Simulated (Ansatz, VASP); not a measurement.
Two plane-wave programs on AlP

```
Al P
1.0
     3.89390    0.00000    0.00000
     0.00000    5.50680    0.00000
     0.00000    0.00000   24.73474
Al P
6 6
Direct
  0.50000 0.44263 0.32181
  0.00000 0.01892 0.37802
  0.50000 0.51569 0.46210
  0.00000 0.01569 0.53790
  0.50000 0.51892 0.62198
  0.00000 0.94263 0.67819
  0.00000 0.24106 0.29568
  0.50000 0.76850 0.38281
  0.00000 0.26320 0.45911
  0.50000 0.76320 0.54090
  0.00000 0.26850 0.61719
  0.50000 0.74106 0.70432
```

Alike in both runs: functional PBE; k mesh 7 × 5 × 1; occupations gaussian, width 0.05 eV; no spin polarisation.

Ansatz relaxed the structure, and its values are those at the end. VASP's run is a single point on that final structure, the one shown.

```csv
,VASP,Ansatz
version,VASP 6.6.1,Ansatz 0.2.0
potentials or method,"VASP PAW PBE potentials, release 64 (Al, P), cutoff 520 eV","scalar-relativistic, plane waves, PAW"
valence electrons in the cell,48,48
```

|  | VASP | Ansatz | Ansatz less VASP |
| --- | --- | --- | --- |
| gap on the k mesh at the Fermi level (eV) | 1.32 | 1.32 | +0.004 |
| least direct gap on the mesh (eV) | 1.73 | 1.72 | -0.008 |
| rms of the force components (eV/Å) | 0.003 | 0.002 | -0.0017 |

Ansatz's warnings: xc potential rough in thin density.
